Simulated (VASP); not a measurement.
A run of VASP 6.6.1:

File INCAR:

```
SYSTEM = C
PREC = Accurate
ENCUT = 520
EDIFF = 1E-6
ISMEAR = 0
SIGMA = 0.01
LREAL = .FALSE.
LASPH = .TRUE.
NELM = 60
ALGO = Normal
ISIF = 2
LWAVE = .FALSE.
LCHARG = .TRUE.
GGA = PS
LELF = .TRUE.
LVHAR = .TRUE.
NBANDS = 11
```

The input KPOINTS:

```
Automatic mesh
0
G
  10 10 10
  0 0 0
```

File POSCAR:

```
C
1.0
    0.0000000000      1.7592674508      1.7592674508
    1.7592674508      0.0000000000      1.7592674508
    1.7592674508      1.7592674508      0.0000000000
C
2
Direct
    0.0000000000      0.0000000000      0.0000000000
    0.2500000000      0.2500000000      0.2500000000
```

Potentials or basis: VASP PAW PBE potentials, release 64 (C).

Command:

```sh
$ cat potpaw_PBE.64/C/POTCAR > POTCAR
$ mpirun -np 1 vasp_std > vasp.out
```

Hardware: 1 thread of Intel Xeon 8259CL (shared host).

Question: How long does it take, and how much memory?

Answer: Run time: 8.4 s on 1 thread of Intel Xeon 8259CL (shared host), peak memory 0.12 GiB. Counts: scf iterations 11, k points 47.
